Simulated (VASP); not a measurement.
A run of VASP 6.6.1 is set up as follows.

The input POSCAR:

```
CsH
1.0
    0.0000000000      2.8403280946      4.0162239258
    2.8403280946      0.0000000000      4.0162239258
    2.8403280946      2.8403280946      0.0000000000
Cs H
1 1
Direct
    0.0000000000      0.0000000000      0.0000000000
    0.5000000000      0.5000000000      0.5000000000
```

INCAR.step1

```
SYSTEM = CsH
  PREC = Accurate
  ENCUT = 520
  ISMEAR = 0
  SIGMA = 0.05
  LREAL = .FALSE.
  LASPH = .TRUE.
  NELM = 100
  NBANDS = 12
  GGA = PE
  ALGO = Normal
  EDIFF = 1E-4
  LWAVE = .TRUE.
  LCHARG = .FALSE.
```

Contents of INCAR.step2:

```
SYSTEM = CsH
  PREC = Accurate
  ENCUT = 520
  EDIFF = 1E-7
  ISMEAR = 0
  SIGMA = 0.05
  LREAL = .FALSE.
  LASPH = .TRUE.
  NELM = 100
  ALGO = Normal
  ISIF = 2
  LWAVE = .FALSE.
  LCHARG = .TRUE.
  METAGGA = R2SCAN
  LMIXTAU = .TRUE.
  LELF = .TRUE.
  LVHAR = .TRUE.
  NBANDS = 12
  ISTART = 1
```

Contents of KPOINTS:

```
Automatic mesh
0
G
  8 8 8
  0 0 0
```

Potentials or basis: VASP PAW PBE potentials, release 64 (Cs_sv, H).

Command:

```sh
$ cat potpaw_PBE.64/Cs_sv/POTCAR potpaw_PBE.64/H/POTCAR > POTCAR
$ cp INCAR.step1 INCAR
$ mpirun -np 1 vasp_std > vasp.out
$ cp INCAR.step2 INCAR
$ mpirun -np 1 vasp_std > vasp.out
```

Task: What does it give for the pressure?

Result: 2.5 GPa.

Task: What does it give for the band gap on the k mesh?

Result: 2.19 eV, direct.

Stress tensor (GPa, compression positive):
```
 4.51  0.00  0.00
 0.00  4.51  0.00
 0.00  0.00 -1.40
```

Caveat: the PAW data sets were made with another functional, which shifts forces and pressure a little; spin-orbit coupling is left out, which moves the levels of the heavy elements. A k mesh can miss the band edges.
